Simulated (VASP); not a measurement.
# KNbAl4 (F-43m) in VASP: notebook

The runs below take KNbAl4 through single point, with PBE.

All numbers are computed with VASP 6.6.1; they aren't measurements. Logs are shortened: lines on timing, memory, paths and dates and some standing lists are left out, and cuts for length are marked.

**1. The cell of the first run**

It takes space group F-43m (No. 216, cubic). The conventional cell has a = 7.505 Å, b = 7.505 Å, c = 7.505 Å, α = 90.00°, β = 90.00°, γ = 90.00°. Within 4.1 Å of K (site symmetry -43m) lie 12 Al at 3.11 Å and 4 Nb at 3.25 Å. Within 3.5 Å of Al (site symmetry 3m) lie 6 Al at 2.63 to 2.67 Å and 3 Nb at 3.11 Å and 3 K at 3.11 Å. Within 4.1 Å of Nb (site symmetry -43m) lie 12 Al at 3.11 Å and 4 K at 3.25 Å.

**2. Single point, PBE**

INCAR

```
PREC = Accurate
ENCUT = 520
EDIFF = 1E-6
ISMEAR = 0
SIGMA = 0.1
LREAL = F
LASPH = T
NELM = 80
ALGO = Normal
ISIF = 2
LWAVE = F
LCHARG = F
GGA = PE
NBANDS = 26
```

KPOINTS

```
Automatic mesh
0
Gamma
  4 4 4
```

POSCAR

```
KNbAl4
1.0
    0.0000000000      3.7524195300      3.7524195300
    3.7524195300      0.0000000000      3.7524195300
    3.7524195300      3.7524195300      0.0000000000
K Al Nb
1 4 1
Direct
    0.2500000000      0.2500000000      0.2500000000
    0.6258700000      0.6258700000      0.1223900000
    0.6258700000      0.1223900000      0.6258700000
    0.1223900000      0.6258700000      0.6258700000
    0.6258700000      0.6258700000      0.6258700000
    0.0000000000      0.0000000000      0.0000000000
```

Potentials or basis: VASP PAW PBE potentials, release 64 (K_sv, Al, Nb_sv).

Started as:

```console
> cat potpaw_PBE.64/K_sv/POTCAR potpaw_PBE.64/Al/POTCAR potpaw_PBE.64/Nb_sv/POTCAR > POTCAR
> mpirun -np 1 vasp_std > vasp.out
```

OUTCAR:

```text
PREC = Accurate
   ENCUT = 520
   EDIFF = 1E-6
   ISMEAR = 0
   LREAL = F
   LASPH = T
   NELM = 80
   ISIF = 2
   GGA = PE

 ion  position               nearest neighbor table
   1  0.250  0.250  0.250-   2 3.11   3 3.11   4 3.11   3 3.11   4 3.11   5 3.11   2 3.11   4 3.11
                             5 3.11   2 3.11   3 3.11   5 3.11   6 3.25   6 3.25   6 3.25   6 3.25
   2  0.626  0.626  0.122-   3 2.63   4 2.63   5 2.63   5 2.67   3 2.67   4 2.67   6 3.11   6 3.11
                             6 3.11   1 3.11   1 3.11   1 3.11
   3  0.626  0.122  0.626-   2 2.63   4 2.63   5 2.63   2 2.67   5 2.67   4 2.67   6 3.11   6 3.11
                             6 3.11   1 3.11   1 3.11   1 3.11
   4  0.122  0.626  0.626-   2 2.63   3 2.63   5 2.63   5 2.67   2 2.67   3 2.67   6 3.11   6 3.11
                             6 3.11   1 3.11   1 3.11   1 3.11
   5  0.626  0.626  0.626-   2 2.63   3 2.63   4 2.63   2 2.67   3 2.67   4 2.67   6 3.11   6 3.11
                             6 3.11   1 3.11   1 3.11   1 3.11
   6  0.000  0.000  0.000-   2 3.11   3 3.11   5 3.11   2 3.11   4 3.11   5 3.11   3 3.11   4 3.11
                             5 3.11   2 3.11   3 3.11   4 3.11   1 3.25   1 3.25   1 3.25   1 3.25

  LATTYP: Found a face centered cubic cell.
 ALAT       =     7.5048390600

  Lattice vectors:

 A1 = (   0.0000000000,   3.7524195300,   3.7524195300)
 A2 = (   3.7524195300,   0.0000000000,   3.7524195300)
 A3 = (   3.7524195300,   3.7524195300,   0.0000000000)

Analysis of symmetry for initial positions (statically):
=====================================================================
 Subroutine PRICEL returns:
 Original cell was already a primitive cell.

 Routine SETGRP: Setting up the symmetry group for a
 face centered cubic supercell.

 Subroutine GETGRP returns: Found 24 space group operations
 (whereof 24 operations were pure point group operations)
 out of a pool of 48 trial point group operations.

The static configuration has the point symmetry T_d .

Analysis of symmetry for dynamics (positions and initial velocities):
=====================================================================
 Subroutine PRICEL returns:
 Original cell was already a primitive cell.

 Routine SETGRP: Setting up the symmetry group for a
 face centered cubic supercell.

 Subroutine GETGRP returns: Found 24 space group operations
 (whereof 24 operations were pure point group operations)
 out of a pool of 48 trial point group operations.

[... 86 lines left out ...]
   LNONCOLLINEAR =      F non collinear calculations
   LSORBIT =      F    spin-orbit coupling
   LASPH  =      T    aspherical Exc in radial PAW
   ENCUT  =  520.0 eV  38.22 Ry    6.18 a.u.   9.87  9.87  9.87*2*pi/ulx,y,z
   NELM   =     80;   NELMIN=  2; NELMDL= -5     # of ELM steps
   EDIFF  = 0.1E-05   stopping-criterion for ELM
   LREAL  =      F    real-space projection
[... 7 lines left out ...]
   TEBEG  =    0.0;   TEEND  =   0.0 temperature during run
   PSTRESS=    0.0 pullay stress
   NELECT =      34.0000    total number of electrons
   NUPDOWN=      -1.0000    fix difference up-down
   EMIN   =  10.00;   EMAX   =-10.00  energy-range for DOS
   EFERMI =   0.00;   METHOD = LEGACY
   ISMEAR =     0;   SIGMA  =   0.10  broadening in eV -4-tet -1-fermi 0-gaus
   EFERMI_NEDOS =   21; number of points for ismear=-14 and -15
   IALGO  =     38    algorithm
   IMIX   =      4    mixing-type and parameters
     AMIX     =   0.40;   BMIX     =  1.00
     AMIX_MAG =   1.60;   BMIX_MAG =  1.00
  volume/ion in A,a.u.               =      17.61       118.85
  Fermi-wavevector in a.u.,A,eV,Ry     =   1.121794  2.119883 17.121865  1.258422
  Thomas-Fermi vector in A             =   2.258450
   LORBIT       =      0    0 simple, 1 ext, 2 COOP (PROOUT), +10 PAW based schemes
   GGA     = PE    functional components
   LHFCALC =     F    Hartree Fock is set to
   AEXX    =    0.0000 exact exchange contribution
   IVDW    =     0    specifies the selected vdW correction
   LEPSILON=     F    determine dielectric tensor
   LRPA    =     F    only Hartree local field effects (RPA)
 non-spin polarized calculation
 Gauss-broadening in eV      SIGMA  =   0.10
  energy-cutoff  :      520.00
  volume of cell :      105.67
 maximum number of plane-waves:      2874
   NGX = 19   NGY = 19   NGZ = 19

 number of electron      33.9999999 magnetization

 Free energy of the ion-electron system (eV)
  ---------------------------------------------------
  ext. energy  EPLUGINS =         0.00000000
  ---------------------------------------------------
  free energy    TOTEN  =       -24.53154542 eV

  energy without entropy =      -24.50185807  energy(sigma->0) =      -24.51670174

 E-fermi :   7.2503     XC(G=0): -10.4976

 val. band max:        7.2352140820   @ k =   0.5000   0.5000   0.0000
 cond. band min:       7.2661294704   @ k =   0.5000   0.0000   0.0000
 fundamental gap:      0.0309153884
 Fermi energy:         7.2503220298

 k-point     1 :       0.0000    0.0000    0.0000
  band No.  band energies     occupation
      1     -47.7503      2.00000
      2     -23.7941      2.00000
      3     -23.7941      2.00000
      4     -23.7941      2.00000
      5     -22.4789      2.00000
      6      -6.2572      2.00000
[... 221 lines left out ...]
     25      11.9375      0.00000
     26      12.2487      0.00000

------------------------ aborting loop because EDIFF is reached ----------------------------------------

  FORCE on cell =-STRESS in cart. coord.  units (eV):
  Direction    XX          YY          ZZ          XY          YZ          ZX
  --------------------------------------------------------------------------------------
  -------------------------------------------------------------------------------------
  Total        4.8027459      4.8027459      4.8027459     -0.0000000      0.0000000      0.0000000
  in kB       72.8175458     72.8175458     72.8175458     -0.0000000      0.0000000      0.0000000
  external PRESSURE =      72.8175458 kB  Pullay stress =       0.0000000 kB

 VOLUME and BASIS-vectors are now :
 -----------------------------------------------------------------------------
  energy-cutoff  :      520.00
  volume of cell :      105.67
      direct lattice vectors                 reciprocal lattice vectors
     0.000000000  3.752419530  3.752419530    -0.133247361  0.133247361  0.133247361
     3.752419530  0.000000000  3.752419530     0.133247361 -0.133247361  0.133247361
     3.752419530  3.752419530  0.000000000     0.133247361  0.133247361 -0.133247361

 POSITION                                       TOTAL-FORCE (eV/Angst)
 -----------------------------------------------------------------------------------
      1.87621      1.87621      1.87621        -0.000000     -0.000000     -0.000000
      2.80779      2.80779      4.69705         0.043624      0.043624     -0.043624
      2.80779      4.69705      2.80779         0.043624     -0.043624      0.043624
      4.69705      2.80779      2.80779        -0.043624      0.043624      0.043624
      4.69705      4.69705      4.69705        -0.043624     -0.043624     -0.043624
      0.00000      0.00000      0.00000        -0.000000     -0.000000     -0.000000
 -----------------------------------------------------------------------------------
    total drift:                               -0.000000     -0.000000     -0.000000

  FREE ENERGIE OF THE ION-ELECTRON SYSTEM (eV)
  ---------------------------------------------------
  free  energy   TOTEN  =       -24.5315454197 eV

  energy  without entropy=      -24.5018580657  energy(sigma->0) =      -24.51670174
```

Wall time 23 s (1 thread of Intel Xeon Platinum 8488C (Sapphire Rapids), shared host); peak memory 0.25 GiB.

Results:

| Quantity | Value |
| --- | --- |
| Free energy | -24.5315 eV |
| Pressure | 7.3 GPa |
| Largest force | 0.076 eV/Å |
| Band gap on the k mesh | zero (band 17 reaches 7.32 eV, above the bottom of band 18 at 5.29 eV) |

Forces in eV/Å, atoms in the order of the input:
```
K    0.000  0.000  0.000
Al   0.044  0.044 -0.044
Al   0.044 -0.044  0.044
Al  -0.044  0.044  0.044
Al  -0.044 -0.044 -0.044
Nb   0.000  0.000  0.000
```

Levels at points of the mesh, in eV from the Fermi level:
| k point | band 15 | band 16 | band 17 | band 18 | band 19 | band 20 |
| --- | --- | --- | --- | --- | --- | --- |
| (0.00, 0.00, 0.00) | -2.00 | -2.00 | -1.96 | -1.96 | 1.04 | 2.47 |
| (0.50, 0.00, 0.00) | -1.63 | -0.14 | 0.02 | 0.02 | 2.20 | 2.20 |
| (0.50, 0.50, 0.00) | -0.83 | -0.02 | -0.02 | 0.08 | 1.00 | 1.75 |

Caveat: the k points lie up to 0.36 Å⁻¹ apart.

**3. Single point, PBE**

This run uses another cell than the first one, of 19.12 Å³/atom, 1.085 times its volume.

INCAR

```
SYSTEM = KNbAl4
PREC = Accurate
ENCUT = 520
EDIFF = 1E-6
ISMEAR = 0
SIGMA = 0.1
LREAL = .False.
LASPH = .True.
NELM = 100
ALGO = Normal
ISIF = 2
LWAVE = .False.
LCHARG = .True.
GGA = PE
LELF = .True.
LVHAR = .True.
NBANDS = 26
```

KPOINTS

```
regular mesh
0
Gamma
  4 4 4
  0 0 0
```

POSCAR

```
KNbAl4
1.0
    0.0000000000      3.8563330070      3.8563330070
    3.8563330070      0.0000000000      3.8563330070
    3.8563330070      3.8563330070      0.0000000000
K Al Nb
1 4 1
Direct
    0.2500000000      0.2500000000      0.2500000000
    0.6258103158      0.6258103158      0.1225690525
    0.6258103158      0.1225690525      0.6258103158
    0.1225690525      0.6258103158      0.6258103158
    0.6258103158      0.6258103158      0.6258103158
    0.0000000000      0.0000000000      0.0000000000
```

Potentials or basis: VASP PAW PBE potentials, release 64 (K_sv, Al, Nb_sv).

Started as:

```console
> cat potpaw_PBE.64/K_sv/POTCAR potpaw_PBE.64/Al/POTCAR potpaw_PBE.64/Nb_sv/POTCAR > POTCAR
> mpirun -np 1 vasp_std > vasp.out
```

It took 34 s on 1 thread of Intel Xeon Platinum 8488C (Sapphire Rapids), shared host; peak memory 0.25 GiB.

The run converged. Its results:

- Free energy: -24.7223 eV
- Pressure: -0.1 GPa
- Largest force: 0.010 eV/Å
- Band gap on the k mesh: zero (band 17 reaches 6.53 eV, above the bottom of band 18 at 4.71 eV)

Forces on the atoms (eV/Å):
```
K    0.000  0.000  0.000
Al   0.006  0.006 -0.006
Al   0.006 -0.006  0.006
Al  -0.006  0.006  0.006
Al  -0.006 -0.006 -0.006
Nb   0.000  0.000  0.000
```

Levels at points of the mesh, in eV from the Fermi level:
```tsv
k point	band 13	band 14	band 15	band 16	band 17	band 18	band 19	band 20	band 21	band 22
(0.00, 0.00, 0.00)	-2.49	-1.92	-1.92	-1.92	-1.76	-1.76	0.95	2.18	2.18	2.18
(0.50, 0.00, 0.00)	-3.23	-1.51	-1.51	-0.10	0.00	0.00	1.97	1.97	2.15	2.64
(0.50, 0.50, 0.00)	-3.21	-2.56	-0.73	-0.01	-0.01	0.11	0.97	1.80	2.35	2.35
```
